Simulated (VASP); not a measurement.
SiC: single point with PBE

SiC:

```
CELL_PARAMETERS angstrom
0.00000 2.17400 2.17400
2.17400 0.00000 2.17400
2.17400 2.17400 0.00000
ATOMIC_POSITIONS crystal
Si 0.00000 0.00000 0.02602
C 0.75000 0.75000 0.75000
```

This cell differs from its parent crystal: atom 1 (Si) moved by [0.056569, 0.056569, 0.0] A.

```yaml
Program: VASP 6.6.1
Task: single point
Functional: PBE
Potentials_or_basis: VASP PAW PBE potentials, release 64 (Si, C)
Cutoff: 520 eV
k_mesh: 16 × 16 × 16
Occupations: fermi-dirac, width 0.05 eV
Spin: no spin polarisation
Dipole_correction: no
Further_INCAR_settings: ALGO = Normal; EDIFF = 1e-06; NBANDS = 11
```

```
Pressure               : 5.6 GPa
Largest force          : 1.584 eV/Å
Band gap on the k mesh : 0.97 eV (least direct gap 4.39 eV)
```

Forces in eV/Å, atoms in the order of the input:
```
Si  -1.109 -1.109  0.226
C    1.109  1.109 -0.226
```

Stress tensor (GPa, compression positive):
```
 5.35  0.98 -3.90
 0.98  5.35 -3.90
-3.90 -3.90  5.97
```

Levels at points of the mesh, in eV from the valence-band top:
| k point | band 2 | band 3 | band 4 | band 5 | band 6 | band 7 |
| --- | --- | --- | --- | --- | --- | --- |
| (0.00, 0.00, 0.00) | -0.76 | -0.36 | 0.00 | 5.92 | 6.86 | 6.97 |
| (0.50, 0.00, 0.00) | -8.94 | -1.72 | -1.11 | 5.09 | 6.53 | 7.26 |
| (0.00, 0.00, 0.50) | -9.17 | -1.48 | -1.14 | 5.11 | 6.80 | 7.21 |
| (0.50, 0.50, 0.50) | -8.71 | -1.71 | -1.35 | 5.13 | 6.57 | 7.00 |
| (0.50, 0.50, 0.00) | -8.20 | -3.56 | -3.53 | 0.97 | 3.95 | 13.76 |
| (0.00, 0.50, 0.50) | -8.18 | -3.70 | -3.42 | 0.97 | 3.97 | 13.74 |

Run time: 98 s on 1 thread of AMD EPYC 9R45 96-Core Processor (Zen 5) (shared host), peak memory 0.3 GiB.

Caveat: the cell differs from its parent crystal (atom 1 (Si) moved by [0.056569, 0.056569, 0.0] A); the cell stands under pressure; forces of over 1 eV/Å act on the atoms, so gaps and moduli don't describe the material at rest. A k mesh can miss the band edges.
